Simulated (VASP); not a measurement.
# Rh (Pm-3m) in VASP: notebook, part 2 of 2

VASP 6.6.1. The steps go on from the part before.

### Step 3. Relaxation of cell and atoms, PBE, target pressure 20 GPa, at which the enthalpy is minimised

File INCAR:

```
SYSTEM = Rh
PREC = Accurate
ENCUT = 600
EDIFF = 1E-6
ISMEAR = -1
SIGMA = 0.1
LREAL = .FALSE.
LASPH = .TRUE.
NELM = 100
ALGO = Normal
ISIF = 3
LWAVE = .FALSE.
LCHARG = .FALSE.
GGA = PE
IBRION = 2
NSW = 80
EDIFFG = -0.01
PSTRESS = 200.0
```

File KPOINTS:

```
regular mesh
0
G
  17 17 17
  0 0 0
```

File POSCAR:

```
Rh
1.0
    2.4700000000      0.0000000000      0.0000000000
    0.0000000000      2.4700000000      0.0000000000
    0.0000000000      0.0000000000      2.4700000000
Rh
1
Direct
    0.0000000000      0.0000000000      0.0000000000
```

Potentials or basis: VASP PAW PBE potentials, release 64 (Rh_pv).

The run is started by

```sh
$ cat potpaw_PBE.64/Rh_pv/POTCAR > POTCAR
$ mpirun -np 1 vasp_std > vasp.out
```

OUTCAR:

```text
SYSTEM = Rh
   PREC = Accurate
   ENCUT = 600
   EDIFF = 1E-6
   ISMEAR = -1
   LREAL = .FALSE.
   LASPH = .TRUE.
   NELM = 100
   ISIF = 3
   GGA = PE
   IBRION = 2
   NSW = 80
   EDIFFG = -0.01
   PSTRESS = 200.0

 ion  position               nearest neighbor table
   1  0.000  0.000  0.000-

  LATTYP: Found a simple cubic cell.
 ALAT       =     2.4700000000

  Lattice vectors:

 A1 = (   2.4700000000,   0.0000000000,   0.0000000000)
 A2 = (   0.0000000000,   2.4700000000,   0.0000000000)
 A3 = (   0.0000000000,   0.0000000000,   2.4700000000)

Analysis of symmetry for initial positions (statically):
=====================================================================
 Subroutine PRICEL returns:
 Original cell was already a primitive cell.

 Routine SETGRP: Setting up the symmetry group for a
 simple cubic supercell.

 Subroutine GETGRP returns: Found 48 space group operations
[... 9 lines left out ...]

 Routine SETGRP: Setting up the symmetry group for a
 simple cubic supercell.

 Subroutine GETGRP returns: Found 48 space group operations
[... 11 lines left out ...]
                                     Primitive cell

  volume of cell :      15.0692

  direct lattice vectors                    reciprocal lattice vectors
     2.470000000  0.000000000  0.000000000     0.404858300  0.000000000  0.000000000
     0.000000000  2.470000000  0.000000000     0.000000000  0.404858300  0.000000000
     0.000000000  0.000000000  2.470000000     0.000000000  0.000000000  0.404858300

  length of vectors
     2.470000000  2.470000000  2.470000000     0.404858300  0.404858300  0.404858300

  position of ions in fractional coordinates (direct lattice)
     0.000000000  0.000000000  0.000000000

  ion indices of the primitive-cell ions
   primitive index   ion index
                 1           1

[... 97 lines left out ...]
   LHFCALC =     F    Hartree Fock is set to
   AEXX    =    0.0000 exact exchange contribution
   IVDW    =     0    specifies the selected vdW correction
   LEPSILON=     F    determine dielectric tensor
   LRPA    =     F    only Hartree local field effects (RPA)
 conjugate gradient relaxation of ions
 non-spin polarized calculation
  energy-cutoff  :      600.00
  volume of cell :       15.07
 maximum number of plane-waves:       515
 NGX is ok and might be reduce to    20
   NGX =  9   NGY =  9   NGZ =  9

--------------------------------------- Ionic step        1  -------------------------------------------

 number of electron      14.9999999 magnetization

 Free energy of the ion-electron system (eV)
  ---------------------------------------------------
  ext. energy  EPLUGINS =         0.00000000
  ---------------------------------------------------
  free energy    TOTEN  =        -6.43094901 eV

  energy without entropy =       -6.38032784  energy(sigma->0) =       -6.40563842

------------------------ aborting loop because EDIFF is reached ----------------------------------------

  FORCE on cell =-STRESS in cart. coord.  units (eV):
  Direction    XX          YY          ZZ          XY          YZ          ZX
  --------------------------------------------------------------------------------------
  -------------------------------------------------------------------------------------
  Total        1.6840984      1.6840984      1.6840984      0.0000000      0.0000000      0.0000000
  in kB      179.0553061    179.0553061    179.0553061      0.0000000      0.0000000      0.0000000
  external PRESSURE =     -20.9446939 kB  Pullay stress =     200.0000000 kB
[... 61 lines left out ...]
--------------------------------------- Ionic step        3  -------------------------------------------

 number of electron      15.0000002 magnetization

 Free energy of the ion-electron system (eV)
  ---------------------------------------------------
  ext. energy  EPLUGINS =         0.00000000
  ---------------------------------------------------
  free energy    TOTEN  =        -6.41740320 eV

  energy without entropy =       -6.36737357  energy(sigma->0) =       -6.39238839

 E-fermi :  10.5954     XC(G=0): -13.3335

 val. band max:       10.5739103130   @ k =   0.2941   0.2353   0.0588
 cond. band min:      10.5955096837   @ k =   0.1765   0.0588   0.0000
 fundamental gap:      0.0215993707
 Fermi energy:        10.5954348473

 k-point     1 :       0.0000    0.0000    0.0000
  band No.  band energies     occupation
      1     -35.5346      2.00000
      2     -35.5346      2.00000
      3     -35.5346      2.00000
      4       3.2898      2.00000
      5       4.8646      2.00000
      6       4.8646      2.00000
      7      11.4693      0.00032
      8      11.4693      0.00032
      9      11.4693      0.00032
     10      28.0417      0.00000
     11      28.0417      0.00000
[... 309 lines left out ...]
 k-point    24 :       0.4706    0.1176    0.0000
  band No.  band energies     occupation
      1     -36.4339      2.00000
      2     -35.5740      2.00000
      3     -35.4441      2.00000
      4       5.7480      2.00000
      5       6.4284      2.00000
      6       7.6701      2.00000
      7       9.1284      2.00000
      8      11.3715      0.00085
      9      11.7357      0.00002
     10      17.5437      0.00000
     11      28.4461      0.00000

 [... further k-points ...]
[... 5 lines left out ...]
  --------------------------------------------------------------------------------------
  -------------------------------------------------------------------------------------
  Total        1.8648115      1.8648115      1.8648115      0.0000000      0.0000000      0.0000000
  in kB      199.7884757    199.7884757    199.7884757      0.0000000      0.0000000      0.0000000
  external PRESSURE =      -0.2115243 kB  Pullay stress =     200.0000000 kB
[... 20 lines left out ...]
  energy  without entropy=       -6.3673735750  energy(sigma->0) =       -6.39238839

  enthalpy is  TOTEN    =        -4.5506173632 eV   P V=        1.8667858321

 reached required accuracy - stopping structural energy minimisation
```

OSZICAR:

```text
N       E                     dE             d eps       ncg     rms          rms(c)
DAV:   1     0.127130731968E+03    0.12713E+03   -0.10176E+04  3646   0.160E+03
DAV:   2    -0.491981704048E+01   -0.13205E+03   -0.12602E+03  3726   0.406E+02
[... 20 lines left out ...]
DAV:   1    -0.655560481836E+01   -0.18287E+00   -0.20760E+00  3735   0.238E+01    0.259E+00
DAV:   2    -0.641736168644E+01    0.13824E+00   -0.36321E-01  3735   0.884E+00    0.523E-01
DAV:   3    -0.641696916358E+01    0.39252E-03   -0.34334E-03  3891   0.734E-01    0.292E-01
DAV:   4    -0.641738340733E+01   -0.41424E-03   -0.11050E-03  3783   0.424E-01    0.235E-02
DAV:   5    -0.641740225233E+01   -0.18845E-04   -0.26702E-05  4209   0.657E-02    0.110E-02
DAV:   6    -0.641740319524E+01   -0.94291E-06   -0.14750E-06  3239   0.170E-02
   3 F= -.45506174E+01 E0= -.45256026E+01  d E =-.761379E-03
```

CONTCAR:

```text
Rh
   1.00000000000000
     2.4637219586029913   -0.0000000000000000    0.0000000000000000
     0.0000000000000000    2.4637219586029913   -0.0000000000000000
     0.0000000000000000    0.0000000000000000    2.4637219586029913
  Rh
     1
Direct
     0.0000000000000000    0.0000000000000000    0.0000000000000000

  0.00000000E+00  0.00000000E+00  0.00000000E+00
```

Run time: 29 s. Hardware: 1 thread of Intel Xeon Platinum 8488C (Sapphire Rapids), shared host; peak memory 0.15 GiB.

What came out:

- Free energy: -6.4174 eV
- Relaxed volume: 14.95 Å³/atom
- Relaxed cell: a = 2.464 Å, b = 2.464 Å, c = 2.464 Å, α = 90.00°, β = 90.00°, γ = 90.00°
- Space group after relaxing (to 0.05 Å): Pm-3m (No. 221)
- Energy change on relaxing (the enthalpy is what falls): +13.5 meV/atom
- Ionic steps: 3
- Pressure after relaxing: 20.0 GPa

Step by step:
| step | energy change (eV) | largest force (eV/Å) | pressure (GPa) | volume (Å³) |
| --- | --- | --- | --- | --- |
| 1 | 0.0000 | 0.0000 | 17.91 | 15.07 |
| 2 | 0.0582 | 0.0000 | 26.19 | 14.64 |
| 3 | 0.0135 | 0.0000 | 19.98 | 14.95 |

Final structure:
```cif
data_structure
_symmetry_space_group_name_H-M 'P 1'
_symmetry_Int_Tables_number 1
_cell_length_a 2.4637
_cell_length_b 2.4637
_cell_length_c 2.4637
_cell_angle_alpha 90.000
_cell_angle_beta 90.000
_cell_angle_gamma 90.000
_cell_volume 14.95
loop_
_atom_site_label
_atom_site_type_symbol
_atom_site_fract_x
_atom_site_fract_y
_atom_site_fract_z
_atom_site_occupancy
Rh1 Rh 0.00000 0.00000 0.00000 1
```

Caveat: the cell is relaxed towards a set pressure, so the enthalpy falls and the energy may rise.

### Step 4. Relaxation of cell and atoms, PBE, target pressure 30 GPa, at which the enthalpy is minimised

File INCAR:

```
PREC = Accurate ; ENCUT = 600
EDIFF = 1E-6 ; ISMEAR = -1
SIGMA = 0.1 ; LREAL = False
LASPH = True ; NELM = 80
ALGO = Normal ; ISIF = 3
LWAVE = False ; LCHARG = False
GGA = PE ; IBRION = 2
NSW = 80 ; EDIFFG = -0.01
PSTRESS = 300.0
```

File KPOINTS:

```
regular mesh
0
Gamma
  17 17 17
```

POSCAR is that of step 3.

The run is started by

```sh
$ cat potpaw_PBE.64/Rh_pv/POTCAR > POTCAR
$ mpirun -np 1 vasp_std > vasp.out
```

It took 52 s on 1 thread of Intel Xeon Platinum 8488C (Sapphire Rapids), shared host; peak memory 0.16 GiB.

It converged, with:

```
Free energy                                            : -6.3420 eV
Relaxed volume                                         : 14.47 Å³/atom
Relaxed cell                                           : a = 2.437 Å, b = 2.437 Å, c = 2.437 Å, α = 90.00°, β = 90.00°, γ = 90.00°
Space group after relaxing (to 0.05 Å)                 : Pm-3m (No. 221)
Energy change on relaxing (the enthalpy is what falls) : +88.9 meV/atom
Ionic steps                                            : 7
Pressure after relaxing                                : 30.0 GPa
```

Step by step:
```csv
step,energy change (eV),largest force (eV/Å),pressure (GPa),volume (Å³)
1,0.0000,0.0000,17.91,15.07
2,0.6842,0.0000,85.34,12.72
3,0.0834,0.0000,29.30,14.50
4,0.0882,0.0000,29.89,14.47
5,0.0904,0.0000,30.19,14.46
6,0.0847,0.0000,29.46,14.49
7,0.0889,0.0000,29.97,14.47
```

Final structure:
```
Rh
1.0
     2.43672    0.00000    0.00000
     0.00000    2.43672    0.00000
     0.00000    0.00000    2.43672
Rh
1
Direct
  0.00000 0.00000 0.00000
```

Levels at points of the mesh, in eV from the Fermi level:
```
           k point  band 5  band 6  band 7  band 8  band 9  band 10
(0.00, 0.00, 0.00)   -6.01   -6.01    0.93    0.93    0.93    17.69
```

Caveat: the cell is relaxed towards a set pressure, so the enthalpy falls and the energy may rise.

### Step 5. Summary

| cell | gap on the mesh (eV) | pressure (GPa) |
| --- | --- | --- |
| relaxed to 10 GPa | none | 9.9 |
| relaxed to 20 GPa | none | 20.0 |
| relaxed to 30 GPa | none | 30.0 |

Alike in all rows: task relaxation of cell and atoms; level PBE; potentials or basis VASP PAW PBE potentials, release 64 (Rh_pv); no spin polarisation; k mesh 17 × 17 × 17; cutoff (eV) 600; smearing fermi-dirac 0.1 eV.

Caveats: the cell is relaxed towards a set pressure, so the enthalpy falls and the energy may rise.

Absolute energies hang on the potentials; compare differences alone.
